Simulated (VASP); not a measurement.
# MoS2 (Cm) in VASP: further runs

The runs below take MoS2 through single point, with PBE+D3(BJ).

Everything below comes from runs of VASP 6.6.1. Logs are shortened: lines on timing, memory, paths and dates and some standing lists are left out, and cuts for length are marked.

## Step 1: The cell of the first run

It takes space group Cm (No. 8, monoclinic). The conventional cell has a = 10.911 Å, b = 6.299 Å, c = 6.648 Å, α = 90.00°, β = 90.00°, γ = 90.00°. Mo (site symmetry m) has 6 S at 2.10 to 2.62 Å within 2.8 Å. Mo (site symmetry m) has 6 S at 2.40 Å and 6 Mo at 3.15 to 3.16 Å within 3.2 Å. Within 3.2 Å of Mo (site symmetry 1) lie 6 S at 2.40 Å and 5 Mo at 2.96 to 3.15 Å. S (site symmetry m) has 3 Mo at 2.10 to 2.40 Å within 2.8 Å. Within 3.2 Å of S (site symmetry m) lie 3 Mo at 2.40 Å and 7 S at 3.13 to 3.15 Å. Within 3.2 Å of S (site symmetry 1) lie 3 Mo at 2.38 to 2.40 Å and 7 S at 3.13 to 3.15 Å. S (site symmetry m) has 3 Mo at 2.37 to 2.40 Å and 7 S at 3.13 to 3.15 Å within 3.2 Å. Within 3.2 Å of S (site symmetry m) lie 3 Mo at 2.40 Å and 7 S at 3.13 to 3.15 Å.

## Step 2: Single point, PBE+D3(BJ) (atom 1 (Mo) moved +0.300 Å towards its neighbour atom 5 (S) at 2.400 Å)

INCAR

```
SYSTEM = MoS2
ALGO = Normal ; EDIFF = 1E-6
ENCUT = 520 ; GGA = PE
ISIF = 2 ; ISMEAR = 0
IVDW = 12 ; LASPH = .True.
LCHARG = .True. ; LELF = .True.
LREAL = .False. ; LVHAR = .True.
LWAVE = .False. ; NBANDS = 64
NELM = 80 ; PREC = Accurate
SIGMA = 0.05
```

KPOINTS

```
k-points
0
Gamma
  6 6 4
  0 0 0
```

POSCAR

```
MoS2
1.0
    6.2994479940      0.0000000001      0.0000000000
   -3.1497239971      5.4554819926      0.0000000000
    0.0000000000      0.0000000000      6.6475426602
Mo S
4 8
Direct
    0.4583377552      0.4791688776      0.0294555284
    0.5000000000      0.0000000000      0.0000000000
    0.0000000000      0.5000000000      0.0000000000
    0.0000000000      0.0000000000      0.0000000000
    0.1666666667      0.3333333333      0.2356692374
    0.1666666667      0.8333333333      0.2356692374
    0.6666666667      0.3333333333      0.2356692374
    0.6666666667      0.8333333333      0.2356692374
    0.1666666667      0.3333333333      0.7643307626
    0.1666666667      0.8333333333      0.7643307626
    0.6666666667      0.3333333333      0.7643307626
    0.6666666667      0.8333333333      0.7643307626
```

Potentials or basis: VASP PAW PBE potentials, release 64 (Mo_sv, S).

The run is started by

```sh
$ cat potpaw_PBE.64/Mo_sv/POTCAR potpaw_PBE.64/S/POTCAR > POTCAR
$ mpirun -np 1 vasp_std > vasp.out
```

OUTCAR:

```text
SYSTEM = MoS2
   EDIFF = 1E-6
   ENCUT = 520
   GGA = PE
   ISIF = 2
   ISMEAR = 0
   IVDW = 12
   LASPH = .True.
   LREAL = .False.
   NELM = 80
   PREC = Accurate
 IVDW          = 12

 ion  position               nearest neighbor table
   1  0.458  0.479  0.029-   5 2.10   9 2.37   8 2.38   7 2.38  12 2.62  11 2.62   3 2.96   4 2.96
                             2 3.16   2 3.16   3 3.35   4 3.35
   2  0.500  0.000  0.000-   6 2.40  10 2.40   7 2.40  11 2.40   8 2.40  12 2.40   4 3.15   4 3.15
                             3 3.15   3 3.15   1 3.16   1 3.16
   3  0.000  0.500  0.000-   7 2.40  11 2.40  10 2.40   6 2.40   5 2.40   9 2.40   1 2.96   2 3.15
                             2 3.15   4 3.15   4 3.15   1 3.35
   4  0.000  0.000  0.000-   8 2.40  12 2.40   9 2.40   5 2.40  10 2.40   6 2.40   1 2.96   2 3.15
                             2 3.15   3 3.15   3 3.15   1 3.35
   5  0.167  0.333  0.236-   1 2.10   4 2.40   3 2.40
   6  0.167  0.833  0.236-   2 2.40   3 2.40   4 2.40
   7  0.667  0.333  0.236-   1 2.38   3 2.40   2 2.40
   8  0.667  0.833  0.236-   1 2.38   4 2.40   2 2.40
   9  0.167  0.333  0.764-   1 2.37   4 2.40   3 2.40
  10  0.167  0.833  0.764-   2 2.40   3 2.40   4 2.40
  11  0.667  0.333  0.764-   3 2.40   2 2.40   1 2.62
  12  0.667  0.833  0.764-   4 2.40   2 2.40   1 2.62

  LATTYP: Found a hexagonal cell.
 ALAT       =     6.2994479940
 C/A-ratio  =     1.0552579633

  Lattice vectors:

 A1 = (   6.2994479940,   0.0000000001,   0.0000000000)
 A2 = (  -3.1497239971,   5.4554819926,   0.0000000000)
 A3 = (   0.0000000000,   0.0000000000,   6.6475426602)

Analysis of symmetry for initial positions (statically):
=====================================================================
 Subroutine PRICEL returns:
 Original cell was already a primitive cell.

 Routine SETGRP: Setting up the symmetry group for a
 hexagonal supercell.

 Subroutine GETGRP returns: Found  2 space group operations
 (whereof  1 operations were pure point group operations)
 out of a pool of 24 trial point group operations.

The static configuration has the point symmetry C_1 .
 The point group associated with its full space group is C_1h.

Analysis of symmetry for dynamics (positions and initial velocities):
=====================================================================
 Subroutine PRICEL returns:
 Original cell was already a primitive cell.

 Routine SETGRP: Setting up the symmetry group for a
 hexagonal supercell.

 Subroutine GETGRP returns: Found  2 space group operations
 (whereof  1 operations were pure point group operations)
 out of a pool of 24 trial point group operations.

The dynamic configuration has the point symmetry C_1 .
 The point group associated with its full space group is C_1h.

 Subroutine INISYM returns: Found  2 space group operations
 (whereof  1 operations are pure point group operations),
 and found     1 'primitive' translations

----------------------------------------------------------------------------------------

                                     Primitive cell

  volume of cell :     228.4529

  direct lattice vectors                    reciprocal lattice vectors
     6.299447994  0.000000000  0.000000000     0.158744068  0.091650930  0.000000000
    -3.149723997  5.455481993  0.000000000    -0.000000000  0.183301861  0.000000000
     0.000000000  0.000000000  6.647542660     0.000000000  0.000000000  0.150431528

  length of vectors
     6.299447994  6.299447994  6.647542660     0.183301861  0.183301861  0.150431528

  position of ions in fractional coordinates (direct lattice)
     0.458337755  0.479168878  0.029455528
     0.500000000  0.000000000  0.000000000
     0.000000000  0.500000000  0.000000000
     0.000000000  0.000000000  0.000000000
     0.166666667  0.333333333  0.235669237
     0.166666667  0.833333333  0.235669237
     0.666666667  0.333333333  0.235669237
     0.666666667  0.833333333  0.235669237
     0.166666667  0.333333333  0.764330763
     0.166666667  0.833333333  0.764330763
     0.666666667  0.333333333  0.764330763
     0.666666667  0.833333333  0.764330763

  ion indices of the primitive-cell ions
   primitive index   ion index
                 1           1
                 2           2
                 3           3
                 4           4
                 5           5
                 6           6
                 7           7
                 8           8
                 9           9
                10          10
                11          11
                12          12

----------------------------------------------------------------------------------------

 KPOINTS: k-points

Automatic generation of k-mesh.
 Grid dimensions read from file:
 generate k-points for:    6    6    4

 Generating k-lattice:

  Cartesian coordinates                     Fractional coordinates (reciprocal lattice)
     0.026457345  0.015275155  0.000000000     0.166666667  0.000000000  0.000000000
    -0.000000000  0.030550310  0.000000000     0.000000000  0.166666667  0.000000000
     0.000000000  0.000000000  0.037607882     0.000000000  0.000000000  0.250000000

  Length of vectors
     0.030550310  0.030550310  0.037607882

  Shift w.r.t. Gamma in fractional coordinates (k-lattice)
     0.000000000  0.000000000  0.000000000

 Subroutine IBZKPT returns following result:
 ===========================================

 Found     47 irreducible k-points:

 Following reciprocal coordinates:
            Coordinates               Weight
  0.000000  0.000000  0.000000      1.000000
  0.166667 -0.000000  0.000000      2.000000
 -0.000000  0.166667  0.000000      4.000000
  0.333333 -0.000000  0.000000      2.000000
 -0.000000  0.333333  0.000000      4.000000
  0.500000 -0.000000  0.000000      1.000000
[... 16 lines left out ...]
  0.500000 -0.000000  0.250000      2.000000
 -0.000000  0.500000  0.250000      4.000000
 [... further k-points ...]
   k-points           NKPTS =     47   k-points in BZ     NKDIM =     47   number of bands    NBANDS=     64
   number of dos      NEDOS =    301   number of ions     NIONS =     12
   total plane-waves  NPLWV = 115200
   dimension x,y,z NGX =    48 NGY =   48 NGZ =   50
   dimension x,y,z NGXF=    96 NGYF=   96 NGZF=  100
   ions per type =               4   8
   NGX,Y,Z   is equivalent  to a cutoff of  12.67, 12.67, 12.50 a.u.
   NGXF,Y,Z  is equivalent  to a cutoff of  25.33, 25.33, 25.01 a.u.
 SYSTEM =  MoS2
   PREC   = accura    normal or accurate (medium, high low for compatibility)
   ISTART =      0    job   : 0-new  1-cont  2-samecut
   ICHARG =      2    charge: 1-file 2-atom 10-const
   ISPIN  =      1    spin polarized calculation?
   LNONCOLLINEAR =      F non collinear calculations
   LSORBIT =      F    spin-orbit coupling
   LASPH  =      T    aspherical Exc in radial PAW
   ENCUT  =  520.0 eV  38.22 Ry    6.18 a.u.  11.71 11.71 12.36*2*pi/ulx,y,z
   NELM   =     80;   NELMIN=  2; NELMDL= -5     # of ELM steps
   EDIFF  = 0.1E-05   stopping-criterion for ELM
   LREAL  =      F    real-space projection
   EDIFFG = 0.1E-04   stopping-criterion for IOM
   NSW    =      0    number of steps for IOM
   IBRION =     -1    ionic relax: 0-MD 1-quasi-New 2-CG
   NFREE  =      0    steps in history (QN), initial steepest desc. (CG)
   ISIF   =      2    stress and relaxation
   ISYM   =      2    0-nonsym 1-usesym 2-fastsym
   POTIM  = 0.5000    time-step for ionic-motion
   TEBEG  =    0.0;   TEEND  =   0.0 temperature during run
   PSTRESS=    0.0 pullay stress
   NELECT =     104.0000    total number of electrons
   NUPDOWN=      -1.0000    fix difference up-down
   EMIN   =  10.00;   EMAX   =-10.00  energy-range for DOS
   EFERMI =   0.00;   METHOD = LEGACY
   ISMEAR =     0;   SIGMA  =   0.05  broadening in eV -4-tet -1-fermi 0-gaus
   EFERMI_NEDOS =   21; number of points for ismear=-14 and -15
   IALGO  =     38    algorithm
   IMIX   =      4    mixing-type and parameters
     AMIX     =   0.40;   BMIX     =  1.00
     AMIX_MAG =   1.60;   BMIX_MAG =  1.00
  volume/ion in A,a.u.               =      19.04       128.47
  Fermi-wavevector in a.u.,A,eV,Ry     =   1.259371  2.379866 21.579049  1.586015
  Thomas-Fermi vector in A             =   2.392934
   LORBIT       =      0    0 simple, 1 ext, 2 COOP (PROOUT), +10 PAW based schemes
   GGA     = PE    functional components
   LHFCALC =     F    Hartree Fock is set to
   AEXX    =    0.0000 exact exchange contribution
   IVDW    =    12    specifies the selected vdW correction
   LEPSILON=     F    determine dielectric tensor
   LRPA    =     F    only Hartree local field effects (RPA)
 non-spin polarized calculation
 Gauss-broadening in eV      SIGMA  =   0.05
  energy-cutoff  :      520.00
  volume of cell :      228.45
 maximum number of plane-waves:      6192
   NGX = 23   NGY = 23   NGZ = 25

 number of electron     104.0000003 magnetization

 Free energy of the ion-electron system (eV)
  ---------------------------------------------------
  ext. energy  EPLUGINS =         0.00000000
  ---------------------------------------------------
  free energy    TOTEN  =       -85.93700307 eV

  energy without entropy =      -85.93700307  energy(sigma->0) =      -85.93700307

 E-fermi :   6.8606     XC(G=0): -10.2971

 val. band max:        6.5564898154   @ k =   0.0000   0.0000   0.5000
 cond. band min:       7.2423844306   @ k =   0.3333   0.3333   0.0000
 fundamental gap:      0.6858946153
 Fermi energy:         6.8606225978

 k-point     1 :       0.0000    0.0000    0.0000
  band No.  band energies     occupation
      1     -54.7780      2.00000
      2     -54.7472      2.00000
      3     -54.7063      2.00000
      4     -54.6952      2.00000
      5     -29.2249      2.00000
      6     -29.0952      2.00000
[... 1597 lines left out ...]
     63       9.2857      0.00000
     64       9.4073      0.00000

 [... further k-points ...]

------------------------ aborting loop because EDIFF is reached ----------------------------------------

 Edisp (eV)   -4.77094

 E8    (eV) :    -1.9272

  FORCE on cell =-STRESS in cart. coord.  units (eV):
  Direction    XX          YY          ZZ          XY          YZ          ZX
  --------------------------------------------------------------------------------------
  -------------------------------------------------------------------------------------
  Total       3.99070     1.48561     2.76529     2.16947    -1.45544    -2.52089
  in kB      27.98745    10.41885    19.39343    15.21485   -10.20721   -17.67941
  external pressure =       19.27 kB  Pullay stress =        0.00 kB

 VOLUME and BASIS-vectors are now :
 -----------------------------------------------------------------------------
  energy-cutoff  :      520.00
  volume of cell :      228.45
      direct lattice vectors                 reciprocal lattice vectors
     6.299447994  0.000000000  0.000000000     0.158744068  0.091650930  0.000000000
    -3.149723997  5.455481993  0.000000000    -0.000000000  0.183301861  0.000000000
     0.000000000  0.000000000  6.647542660     0.000000000  0.000000000  0.150431528

 POSITION                                       TOTAL-FORCE (eV/Angst)
 -----------------------------------------------------------------------------------
      1.37803      2.61410      0.19581         5.855019      3.380397     -5.677749
      3.14972      0.00000      0.00000        -0.145102     -0.083775     -0.150758
     -1.57486      2.72774      0.00000        -0.606859     -0.089572     -0.306663
      0.00000      0.00000      0.00000        -0.381001     -0.480770     -0.306663
      0.00000      1.81849      1.56662        -3.198829     -1.846845      3.284317
     -1.57486      4.54623      1.56662         0.026856      0.015505      0.135577
      3.14972      1.81849      1.56662        -0.057704     -0.310190      0.566284
      1.57486      4.54623      1.56662        -0.297484      0.105122      0.566284
      0.00000      1.81849      5.08092        -0.339189     -0.195831      0.150485
     -1.57486      4.54623      5.08092         0.109762      0.063371      0.127915
      3.14972      1.81849      5.08092        -0.732650      0.154160      0.805485
      1.57486      4.54623      5.08092        -0.232818     -0.711573      0.805485
 -----------------------------------------------------------------------------------
    total drift:                                0.000103      0.000061     -0.000082

  FREE ENERGIE OF THE ION-ELECTRON SYSTEM (eV)
  ---------------------------------------------------
  free  energy   TOTEN  =       -90.7079396091 eV

  energy  without entropy=      -90.7079396091  energy(sigma->0) =      -90.70793961
```

It took 24 min on 1 thread of Oxide Virtual Turin-like, shared host; peak memory 0.62 GiB.

What came out:

- Free energy: -90.7079 eV
- Pressure: 1.9 GPa
- Largest force: 8.829 eV/Å
- Band gap on the k mesh: 0.69 eV (least direct gap 1.06 eV)
- Dispersion energy per atom: -0.398 eV

Forces in eV/Å, atoms in the order of the input:
```
Mo   5.855  3.380 -5.678
Mo  -0.145 -0.084 -0.151
Mo  -0.607 -0.090 -0.307
Mo  -0.381 -0.481 -0.307
S   -3.199 -1.847  3.284
S    0.027  0.016  0.136
S   -0.058 -0.310  0.566
S   -0.297  0.105  0.566
S   -0.339 -0.196  0.150
S    0.110  0.063  0.128
S   -0.733  0.154  0.805
S   -0.233 -0.712  0.805
```

Levels at points of the mesh, in eV from the valence-band top:
```tsv
k point	band 50	band 51	band 52	band 53	band 54	band 55
(0.00, 0.00, 0.00)	-1.16	-1.08	-0.72	1.46	1.47	1.86
(0.50, 0.00, 0.00)	-1.22	-1.21	-0.58	0.77	1.43	1.60
(0.00, 0.50, 0.00)	-1.21	-0.99	-0.72	0.94	1.31	1.41
(0.00, 0.00, 0.50)	-0.82	-0.73	0.00	1.39	1.47	1.88
(0.50, 0.00, 0.50)	-1.17	-1.15	-0.52	1.37	1.75	1.90
(0.00, 0.50, 0.50)	-1.10	-0.89	-0.61	1.33	1.60	1.81
```

Caveat: the cell differs from its parent crystal (atom 1 (Mo) moved +0.300 Å towards its neighbour atom 5 (S) at 2.400 Å); semilocal functionals underestimate gaps, and a narrow one can read as zero; forces of over 1 eV/Å act on the atoms, so gaps and moduli don't describe the material at rest. A k mesh can miss the band edges.

## Step 3: Single point, PBE+D3(BJ) (atom 1 (Mo) moved +0.150 Å towards its neighbour atom 5 (S) at 2.400 Å)

INCAR

```
ALGO     = Normal         # electronic algorithm
EDIFF    = 1E-6           # SCF threshold, eV
ENCUT    = 520            # plane-wave cutoff, eV
GGA      = PE             # functional
ISIF     = 2              # what is computed and relaxed
ISMEAR   = 0              # smearing method
IVDW     = 12             # dispersion correction
LASPH    = True           # aspherical terms in the spheres
LCHARG   = True           # write CHGCAR
LELF     = True           # ELF
LREAL    = False          # projectors in reciprocal space
LVHAR    = True         
LWAVE    = False          # write WAVECAR
NBANDS   = 64             # bands
NELM     = 60             # most SCF steps
PREC     = Accurate       # precision mode
SIGMA    = 0.05           # smearing width, eV
```

KPOINTS

```
k-points
0
Gamma
  6 6 4
```

POSCAR: that of step 2 with these lines changed.

```diff
@@ -8,3 +8,3 @@
 Direct
-    0.4583377552      0.4791688776      0.0294555284
+    0.4791688776      0.4895844388      0.0147277642
     0.5000000000      0.0000000000      0.0000000000
```

Potentials or basis: VASP PAW PBE potentials, release 64 (Mo_sv, S).

The run is started by

```sh
$ cat potpaw_PBE.64/Mo_sv/POTCAR potpaw_PBE.64/S/POTCAR > POTCAR
$ mpirun -np 1 vasp_std > vasp.out
```

It took 19 min on 1 thread of Oxide Virtual Turin-like, shared host; peak memory 0.61 GiB.

It converged, with:

- Free energy: -91.6616 eV
- Pressure: 0.4 GPa
- Largest force: 4.067 eV/Å
- Band gap on the k mesh: 1.01 eV
- Dispersion energy per atom: -0.398 eV

Forces on the atoms (eV/Å):
```
Mo   2.663  1.537 -2.663
Mo  -0.064 -0.037 -0.098
Mo  -0.288 -0.044 -0.138
Mo  -0.182 -0.227 -0.138
S   -1.156 -0.667  1.180
S    0.025  0.015  0.062
S   -0.032 -0.163  0.278
S   -0.157  0.054  0.278
S   -0.204 -0.118  0.080
S    0.047  0.027  0.076
S   -0.505  0.122  0.541
S   -0.147 -0.498  0.541
```

Stress tensor (GPa, compression positive):
```
 0.69  0.55 -0.38
 0.55  0.06 -0.22
-0.38 -0.22  0.33
```

Levels at points of the mesh, in eV from the valence-band top:
| k point | band 50 | band 51 | band 52 | band 53 | band 54 | band 55 |
| --- | --- | --- | --- | --- | --- | --- |
| (0.00, 0.00, 0.00) | -1.23 | -1.17 | -0.87 | 1.78 | 1.83 | 1.94 |
| (0.50, 0.00, 0.00) | -1.25 | -1.12 | -0.77 | 1.16 | 1.49 | 1.57 |
| (0.00, 0.50, 0.00) | -1.19 | -1.05 | -0.85 | 1.27 | 1.43 | 1.50 |
| (0.00, 0.00, 0.50) | -0.85 | -0.80 | 0.00 | 1.79 | 1.82 | 1.95 |
| (0.50, 0.00, 0.50) | -1.08 | -1.05 | -0.70 | 1.74 | 1.91 | 2.00 |
| (0.00, 0.50, 0.50) | -1.04 | -0.94 | -0.76 | 1.72 | 1.92 | 1.98 |

Caveat: the cell differs from its parent crystal (atom 1 (Mo) moved +0.150 Å towards its neighbour atom 5 (S) at 2.400 Å); forces of over 1 eV/Å act on the atoms, so gaps and moduli don't describe the material at rest. A k mesh can miss the band edges.
